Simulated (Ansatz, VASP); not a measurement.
**Ga26P27: VASP beside Ansatz**

```
CELL_PARAMETERS angstrom
0.00000 8.17575 8.17575
8.17575 0.00000 8.17575
8.17575 8.17575 0.00000
ATOMIC_POSITIONS crystal
Ga 0.00039 0.00030 0.33071
Ga 0.00047 0.00023 0.66842
Ga 0.00038 0.33059 0.00042
Ga 0.99975 0.33334 0.33342
Ga 0.00038 0.33069 0.66848
Ga 0.00053 0.66831 0.00026
Ga 0.00046 0.66836 0.33083
Ga 0.00002 0.66656 0.66667
Ga 0.33064 0.00032 0.00047
Ga 0.33348 0.99967 0.33341
Ga 0.33086 0.00024 0.66850
Ga 0.33348 0.33332 0.99973
Ga 0.33346 0.33334 0.33345
Ga 0.33301 0.33286 0.66705
Ga 0.33094 0.66836 0.00035
Ga 0.33306 0.66694 0.33297
Ga 0.33308 0.66692 0.66699
Ga 0.66851 0.00030 0.00029
Ga 0.66845 0.00039 0.33088
Ga 0.66670 0.99989 0.66672
Ga 0.66845 0.33084 0.00041
Ga 0.66706 0.33295 0.33302
Ga 0.66706 0.33292 0.66705
Ga 0.66674 0.66664 0.99996
Ga 0.66711 0.66701 0.33295
Ga 0.66675 0.66663 0.66667
P 0.08303 0.08301 0.08316
P 0.08343 0.08329 0.41654
P 0.08334 0.08315 0.75014
P 0.08342 0.41645 0.08335
P 0.08339 0.41654 0.41666
P 0.08308 0.41647 0.75020
P 0.08348 0.74985 0.08330
P 0.08316 0.75008 0.41657
P 0.08321 0.75004 0.75012
P 0.41669 0.08327 0.08335
P 0.41662 0.08330 0.41669
P 0.41660 0.08298 0.75025
P 0.41663 0.41655 0.08340
P 0.41676 0.41664 0.41674
P 0.41677 0.41663 0.74984
P 0.41663 0.75014 0.08310
P 0.41681 0.74979 0.41668
P 0.41664 0.75008 0.75015
P 0.74990 0.08339 0.08338
P 0.75019 0.08308 0.41662
P 0.75023 0.08303 0.75015
P 0.75022 0.41655 0.08313
P 0.74987 0.41672 0.41674
P 0.75023 0.41653 0.75018
P 0.75030 0.75012 0.08303
P 0.75027 0.75016 0.41656
P 0.75007 0.74993 0.75001
```

Alike in both runs: task single point; functional PBE; k mesh 1 × 1 × 1; occupations gaussian, width 0.05 eV; collinear spin.

|  | VASP | Ansatz |
| --- | --- | --- |
| version | VASP 6.6.1 | Ansatz 0.2.0 |
| potentials or method | VASP PAW PBE potentials, release 64 (Ga_d, P), cutoff 520 eV | scalar-relativistic, plane waves, PAW |
| valence electrons in the cell | 473 | 473 |

|  | VASP | Ansatz | Ansatz less VASP |
| --- | --- | --- | --- |
| gap on the k mesh at the Fermi level (eV) | 0.42 | 0.42 | -0.002 |
| rms of the force components (eV/Å) | 0.003 | 0.003 | -0.0004 |
| net moment per atom (μB) | 0.06 | 0.06 | 0.000 |
| size of the moment on the site where the two differ most (μB) | 0.25 | 0.27 | +0.013 |

Site moments also hang on the region over which each program counts them. Atom by atom the forces differ by 0.002 eV/Å (rms over components). With one functional, cell and mesh, what is left measures potentials, basis and numerics. Ansatz's warnings: stability check not made.
